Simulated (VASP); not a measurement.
## N: single point with PBE

Crystal: N.

```
N
1.0
     3.58042    0.00000    0.00000
    -1.79021    3.05298    0.00000
     0.00000    0.00000    7.64151
N
4
Direct
  0.33333 0.66667 0.32157
  0.33333 0.66667 0.17843
  0.66667 0.33333 0.82157
  0.66667 0.33333 0.67843
```

This cell differs from its parent crystal: uniaxial y strain -1.5%.

```json
{
  "Program": "VASP 6.6.1",
  "Task": "single point",
  "Functional": "PBE",
  "Potentials or basis": "VASP PAW PBE potentials, release 64 (N)",
  "Cutoff": "520 eV",
  "k mesh": "12 × 12 × 4",
  "Occupations": "fermi-dirac, width 0.02 eV",
  "Spin": "no spin polarisation"
}
```

The pressure is 5.1 GPa and the largest force is 3.126 eV/Å. The band gap on the k mesh is 7.00 eV (least direct gap 7.05 eV).

Forces on the atoms (eV/Å):
```
N    0.000 -0.001  3.126
N    0.000 -0.001 -3.126
N    0.000  0.001  3.126
N    0.000  0.001 -3.126
```

Stress tensor (GPa, compression positive):
```
 0.86  0.00  0.00
 0.00  0.94  0.00
 0.00  0.00 13.45
```

Levels at points of the mesh, in eV from the valence-band top:
```tsv
k point	band 7	band 8	band 9	band 10	band 11	band 12	band 13	band 14
(0.00, 0.00, 0.00)	-1.48	-1.46	-1.23	-0.08	8.42	8.44	8.67	8.69
(0.50, 0.00, 0.00)	-1.70	-1.62	-0.41	-0.05	7.00	7.62	8.07	8.61
(0.00, 0.50, 0.00)	-1.74	-1.64	-0.39	-0.05	7.00	7.62	8.02	8.58
(0.00, 0.00, 0.50)	-1.49	-1.49	-0.59	-0.59	8.54	8.54	8.56	8.56
(0.50, 0.00, 0.50)	-1.66	-1.66	-0.26	-0.26	7.33	7.33	8.33	8.33
(0.00, 0.50, 0.50)	-1.69	-1.69	-0.24	-0.24	7.33	7.33	8.29	8.29
```

Run time: 3.2 min on 1 thread of Oxide Virtual Turin-like Processor (shared host), peak memory 0.24 GiB.

Caveat: the cell differs from its parent crystal (uniaxial y strain -1.5%); the standard files for N, O and F lose accuracy on very short bonds; the stress differs along the axes, from 1 to 13 GPa; this functional lacks dispersion, which holds the molecules together, so the pressure and a relaxed volume are unreliable; forces of over 1 eV/Å act on the atoms, so gaps and moduli don't describe the material at rest. A k mesh can miss the band edges.
